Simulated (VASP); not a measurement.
Input of a VASP 6.6.1 run:

The input INCAR:

```
SYSTEM = MgCd2Se3
  ALGO = Normal
  EDIFF = 1E-6
  ENCUT = 520
  GGA = PE
  ISIF = 2
  ISMEAR = 0
  LASPH = .True.
  LCHARG = .True.
  LELF = .True.
  LREAL = .False.
  LVHAR = .True.
  LWAVE = .False.
  NBANDS = 31
  NELM = 80
  PREC = Accurate
  SIGMA = 0.02
```

File KPOINTS:

```
k-points
0
Gamma
  6 6 4
  0 0 0
```

File POSCAR:

```
MgCd2Se3
1.0
    4.3383526001      0.0000000000      0.0000000000
   -2.1691763001      3.7571235623      0.0000000000
    0.0000000000      0.0000000000     10.5960217412
Mg Cd Se
1 2 3
Direct
    0.6666666667      0.3333333333      0.3310076901
    0.0000000000      0.0000000000      0.0044774552
    0.3333333333      0.6666666667      0.6639378569
    0.3333333333      0.6666666667      0.9166194465
    0.6666666667      0.3333333333      0.5762019294
    0.0000000000      0.0000000000      0.2577556218
```

Potentials or basis: VASP PAW PBE potentials, release 64 (Mg, Cd, Se).

Command:

```bash
$ cat potpaw_PBE.64/Mg/POTCAR potpaw_PBE.64/Cd/POTCAR potpaw_PBE.64/Se/POTCAR > POTCAR
$ mpirun -np 1 vasp_std > vasp.out
```

Problem. What does it give for the pressure?

Solution. 0.2 GPa.

Problem. Estimate the largest force.

Solution. 0.033 eV/Å.

Forces in eV/Å, atoms in the order of the input:
```
Mg   0.000  0.000  0.004
Cd   0.000  0.000  0.002
Cd   0.000  0.000 -0.001
Se   0.000  0.000  0.000
Se   0.000  0.000 -0.033
Se   0.000  0.000  0.027
```
